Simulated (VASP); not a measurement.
AlN, 2 atoms in the cell. It takes space group F-43m (No. 216, cubic). The conventional cell has a = 4.164 Å, b = 4.164 Å, c = 4.164 Å, α = 90.00°, β = 90.00°, γ = 90.00°. Within 2.4 Å of Al (site symmetry -43m) lie 4 N at 1.80 Å. Within 2.4 Å of N (site symmetry -43m) lie 4 Al at 1.80 Å. 

- Program: VASP 6.6.1
- Task: vibrations by perturbation theory
- Functional: PBEsol
- Potentials or basis: VASP PAW PBE potentials, release 64 (Al, N)
- Cutoff: 520 eV
- k mesh: 10 × 10 × 10
- Occupations: gaussian, width 0.01 eV
- Spin: no spin polarisation
- Dipole correction: no
- Further INCAR settings: ALGO = Normal; EDIFF = 1e-08; IBRION = 8; NSW = 1

Potentials or basis: VASP PAW PBE potentials, release 64 (Al, N).

Run with:

```console
$ cat potpaw_PBE.64/Al/POTCAR potpaw_PBE.64/N/POTCAR > POTCAR
$ mpirun -np 1 vasp_std > vasp.out
```

Hardware: 1 thread of Intel(R) Xeon(R) Platinum 8559C (Emerald Rapids), on a shared host.

Problem. How long does it take, and how much memory?

Solution. Wall time 92 s on 1 thread of Intel(R) Xeon(R) Platinum 8559C (Emerald Rapids), with other jobs on the host, peak memory 0.19 GiB. Counts: scf iterations 112, k points 47.
